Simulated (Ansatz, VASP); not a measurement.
## MgO: VASP beside Ansatz

The input POSCAR:

```
MgO
1.0
    3.1566885389      0.0000000000      0.0000000000
   -1.5783442695      2.7337724665      0.0000000000
    0.0000000000      0.0000000000      4.8329916238
Mg O
2 2
Direct
    0.3333333333      0.6666666667     -0.0110121693
    0.6666666667      0.3333333333      0.4889878307
    0.3333333333      0.6666666667      0.3860121693
    0.6666666667      0.3333333333      0.8860121693
```

File INCAR.step1:

```
SYSTEM = MgO
PREC = Accurate
ENCUT = 750
ISMEAR = 0
SIGMA = 0.01
LREAL = .False.
LASPH = .True.
NELM = 120
NBANDS = 24
GGA = PE
ALGO = Normal
EDIFF = 1E-5
LWAVE = .True.
LCHARG = .False.
GGA_COMPAT = .False.
```

The input INCAR.step2:

```
SYSTEM = MgO
PREC = Accurate
ENCUT = 750
EDIFF = 1E-6
ISMEAR = 0
SIGMA = 0.01
LREAL = .False.
LASPH = .True.
NELM = 120
ALGO = Normal
ISIF = 2
LWAVE = .False.
LCHARG = .False.
METAGGA = R2SCAN
LMIXTAU = .True.
NBANDS = 24
ISTART = 1
GGA_COMPAT = .False.
```

File KPOINTS:

```
Automatic mesh
0
Gamma
  12 12 6
  0 0 0
```

Input for Ansatz:

```yaml
crystal:
  lattice:
    - [3.1566885389, 0.0, 0.0]
    - [-1.5783442695, 2.7337724665, 0.0]
    - [0.0, 0.0, 4.8329916238]
  atoms:
    - { symbol: Mg, position: [0.3333333333, 0.6666666667, -0.0110121693] }
    - { symbol: Mg, position: [0.6666666667, 0.3333333333, 0.4889878307] }
    - { symbol: O, position: [0.3333333333, 0.6666666667, 0.3860121693] }
    - { symbol: O, position: [0.6666666667, 0.3333333333, 0.8860121693] }
kpoints:
  mp_grid: { grid: [12, 12, 6] }
  band_path:
    path:
      - [0.0, 0.0, 0.0]
      - [0.5, 0.0, 0.0]
      - [0.3333333333, 0.3333333333, 0.0]
      - [0.0, 0.0, 0.5]
      - [0.5, 0.0, 0.5]
      - [0.3333333333, 0.3333333333, 0.5]
    npoints: 1
hamiltonian:
  xc: r2scan
scf:
  occupations: { method: fixed }
  n_extra_bands: 5
output:
  forces: true
  stress: true
  eigenvalues: true
```

Change from the starting cell: hydrostatic strain -4.0%.

Alike in both runs: task single point; functional r2SCAN; k mesh 12 × 12 × 6; no spin polarisation.

```csv
,VASP,Ansatz
version,VASP 6.6.1,Ansatz 0.2.0
potentials or method,"VASP PAW PBE potentials, release 64 (Mg_sv, O)","plane waves, PAW"
plane-wave cutoff (eV),750,500
occupations,"gaussian, width 0.01 eV",fixed
valence electrons in the cell,32,32
```

|  | VASP | Ansatz | Ansatz less VASP |
| --- | --- | --- | --- |
| gap on the k mesh at the Fermi level (eV) | 4.96 | 4.96 | -0.001 |
| pressure (GPa) | 20.2 | 19.8 | -0.38 |
| traceless stress, the component that is largest in VASP (GPa) | -3.47 | -3.18 | +0.296 |

VASP's potentials were made for PBE, not for r2SCAN.
